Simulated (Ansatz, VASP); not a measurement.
**TiO2 in VASP and in Ansatz**

File INCAR:

```
SYSTEM = TiO2
ALGO = Normal ; EDIFF = 1E-7
ENCUT = 520 ; GGA = PE
ISIF = 2 ; ISMEAR = 0
LASPH = .TRUE. ; LCHARG = .TRUE.
LDAU = .TRUE. ; LDAUJ = 0 0
LDAUL = 2 -1 ; LDAUPRINT = 1
LDAUTYPE = 2 ; LDAUU = 4 0
LELF = .TRUE. ; LMAXMIX = 4
LREAL = .FALSE. ; LVHAR = .TRUE.
LWAVE = .FALSE. ; NBANDS = 33
NELM = 150 ; PREC = Accurate
SIGMA = 0.05
```

The input KPOINTS:

```
k-points
0
G
  8 8 8
  0 0 0
```

POSCAR

```
TiO2
1.0
   -1.9089353641      1.9455980736      4.9026782761
    1.9089353641     -1.8722726546      4.8740442457
    1.9089353641      1.8722726546     -4.8740442457
Ti O
2 4
Direct
    0.0000000000      0.0000000000      0.0000000000
    0.7500000000      0.2500000000      0.5000000000
    0.2052765759      0.2052765759      0.0000000000
    0.9552765759      0.4552765759      0.5000000000
    0.5447234241      0.0447234241      0.5000000000
    0.7947234241      0.7947234241      0.0000000000
```

Input for Ansatz:

```yaml
crystal:
  lattice:
    - [-1.9089353641, 1.9455980736, 4.9026782761]
    - [1.9089353641, -1.8722726546, 4.8740442457]
    - [1.9089353641, 1.8722726546, -4.8740442457]
  atoms:
    - { symbol: Ti, position: [0.0, 0.0, 0.0] }
    - { symbol: Ti, position: [0.75, 0.25, 0.5] }
    - { symbol: O, position: [0.2052765759, 0.2052765759, 0.0] }
    - { symbol: O, position: [0.9552765759, 0.4552765759, 0.5] }
    - { symbol: O, position: [0.5447234241, 0.0447234241, 0.5] }
    - { symbol: O, position: [0.7947234241, 0.7947234241, 0.0] }
basis:
  ecutwfc: 420
kpoints:
  mp_grid: { grid: [8, 8, 8] }
hamiltonian:
  xc: pbe
  hubbard: { sites: [{ species: Ti, l: d, u_eff: 4.0 }] }
scf:
  occupations: { method: gaussian, width: 0.05 }
output:
  forces: true
  stress: true
  eigenvalues: true
```

Change from the starting cell: strain +0.0150 x Voigt [0, 0, 0, 1, 0, 0], atoms carried along.

Alike in both runs: task single point; functional PBE; k mesh 8 × 8 × 8; occupations gaussian, width 0.05 eV; no spin polarisation; Hubbard terms Ti d U = 4.0 eV.

```csv
,VASP,Ansatz
version,VASP 6.6.1,Ansatz 0.2.0
potentials or method,"VASP PAW PBE potentials, release 64 (Ti_sv, O), cutoff 520 eV","scalar-relativistic, plane waves, PAW"
valence electrons in the cell,48,48
```

```csv
,VASP,Ansatz,Ansatz less VASP
gap on the k mesh at the Fermi level (eV),2.68,2.65,-0.039
least direct gap on the mesh (eV),2.95,2.91,-0.040
pressure (GPa),4.2,0.0,-4.17
"traceless stress, the component that is largest in VASP (GPa)",-1.44,-1.43,+0.008
rms of the force components (eV/Å),0.083,0.046,-0.0369
```

The programs project onto different local orbitals, so the same U acts differently, and such runs can settle in different states. Atom by atom the forces differ by 0.071 eV/Å (rms over components).
